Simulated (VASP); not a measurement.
A run of VASP 6.6.1 is set up as follows.

POSCAR

```
Ge
1.0
    0.0000000000      2.7906767997      2.7906767997
    2.7906767997      0.0000000000      2.7906767997
    2.7906767997      2.7906767997      0.0000000000
Ge
2
Direct
    0.7500000000      0.7500000000      0.7500000000
    0.5000000000      0.5000000000      0.5000000000
```

The input INCAR.step1:

```
SYSTEM = Ge
  PREC = Accurate
  ENCUT = 520
  EDIFF = 1E-5
  ISMEAR = -1
  SIGMA = 0.05
  LREAL = .False.
  LASPH = .True.
  NELM = 80
  ALGO = Normal
  ISIF = 2
  LWAVE = .True.
  GGA = PE
  NBANDS = 21
```

Contents of INCAR.step2:

```
SYSTEM = Ge
  PREC = Accurate
  ENCUT = 520
  EDIFF = 1E-6
  ISMEAR = -1
  SIGMA = 0.05
  LREAL = .False.
  LASPH = .True.
  NELM = 80
  ALGO = Normal
  ISIF = 2
  LWAVE = .False.
  LCHARG = .True.
  METAGGA = R2SCAN
  LHFCALC = .True.
  AEXX = 0.25
  LMIXTAU = .True.
  PRECFOCK = Normal
  LELF = .True.
  LVHAR = .True.
  ISTART = 1
  NBANDS = 21
```

Contents of KPOINTS:

```
regular mesh
0
Gamma
  4 4 4
  0 0 0
```

Potentials or basis: VASP PAW PBE potentials, release 64 (Ge_d).

Run with:

```bash
$ cat potpaw_PBE.64/Ge_d/POTCAR > POTCAR
$ cp INCAR.step1 INCAR
$ mpirun -np 1 vasp_std > vasp.out
$ cp INCAR.step2 INCAR
$ mpirun -np 1 vasp_std > vasp.out
```

Task: Estimate the band gap on the k mesh.

Result: 1.86 eV (least direct gap 2.27 eV).

Task: Predict the pressure.

Result: 2.8 GPa.

Caveat: the k points lie up to 0.49 Å⁻¹ apart; the PAW data sets were made with another functional, which shifts forces and pressure a little. A k mesh can miss the band edges.
